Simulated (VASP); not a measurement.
**InAs: single point with RPBE**

InAs:

```
CELL_PARAMETERS angstrom
0.00000 2.97776 3.01800
2.97776 0.00000 3.01800
2.97776 2.97776 0.00000
ATOMIC_POSITIONS crystal
In 0.00000 0.00000 0.00000
As 0.25000 0.25000 0.25000
```

```json
{
 "Program": "VASP 6.6.1",
 "Task": "single point",
 "Functional": "RPBE",
 "Potentials or basis": "VASP PAW PBE potentials, release 64 (In_d, As)",
 "Cutoff": "500 eV",
 "k mesh": "6 × 6 × 6",
 "Occupations": "fermi-dirac, width 0.02 eV",
 "Spin": "no spin polarisation"
}
```

```
Pressure               : 8.1 GPa
Band gap on the k mesh : 0.07 eV
```

Stress tensor (GPa, compression positive):
```
8.24 0.00 0.00
0.00 8.24 0.00
0.00 0.00 7.84
```

Levels at points of the mesh, in eV from the valence-band top:
| k point | band 7 | band 8 | band 9 | band 10 | band 11 | band 12 |
| --- | --- | --- | --- | --- | --- | --- |
| (0.00, 0.00, 0.00) | -0.07 | 0.00 | 0.00 | 0.07 | 3.93 | 3.93 |
| (0.50, 0.00, 0.00) | -5.91 | -1.10 | -1.01 | 1.10 | 4.67 | 4.76 |
| (0.50, 0.50, 0.00) | -6.02 | -2.39 | -2.39 | 1.62 | 2.20 | 9.43 |
| (0.50, 0.00, 0.50) | -5.94 | -2.47 | -2.46 | 1.55 | 2.08 | 9.47 |

Run time: 17 s on 1 thread of Intel(R) Xeon(R) Platinum 8488C (Sapphire Rapids) (shared host), peak memory 0.18 GiB.

Caveat: the cell stands under pressure; the PAW data sets were made with another functional, which shifts forces and pressure a little; spin-orbit coupling is left out, which moves the levels of the heavy elements.
